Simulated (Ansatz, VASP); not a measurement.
Te2Mo: VASP beside Ansatz

```
CELL_PARAMETERS angstrom
3.44784 0.00000 0.00000
-1.72392 2.98591 0.00000
0.00000 0.00000 13.97360
ATOMIC_POSITIONS crystal
Te 0.66667 0.33333 0.37900
Te 0.33333 0.66667 0.87900
Te 0.66667 0.33333 0.12100
Te 0.33333 0.66667 0.62100
Mo 0.66667 0.33333 0.75000
Mo 0.33333 0.66667 0.25000
```

Alike in both runs: task single point; functional PBE; k mesh 8 × 8 × 2; occupations fermi-dirac, width 0.05 eV; no spin polarisation.

|  | VASP | Ansatz |
| --- | --- | --- |
| version | VASP 6.6.1 | Ansatz 0.2.0 |
| potentials or method | VASP PAW PBE potentials, release 64 (Te, Mo_sv) | Ansatz PAW |
| plane-wave cutoff (eV) | 520 | 420 |
| valence electrons in the cell | 52 | 92 |

Ansatz gave:

* gap on the k mesh at the Fermi level (eV): 0.89
* least direct gap on the mesh (eV): 1.33
* pressure (GPa): 7.3
* traceless stress, the component that is largest in VASP (GPa): -0.37
* rms of the force components (eV/Å): 0.267

Q: What did VASP give for the same quantities?

A: gap on the k mesh at the Fermi level (eV): 0.88; least direct gap on the mesh (eV): 1.33; pressure (GPa): 7.3; traceless stress, the component that is largest in VASP (GPa): -0.31; rms of the force components (eV/Å): 0.274.

Atom by atom the forces differ by 0.007 eV/Å (rms over components). VASP's potentials hold 52 valence electrons a cell and Ansatz's 92, so a difference there can come from the potentials and not from the codes.

Neither program's run includes spin-orbit coupling.
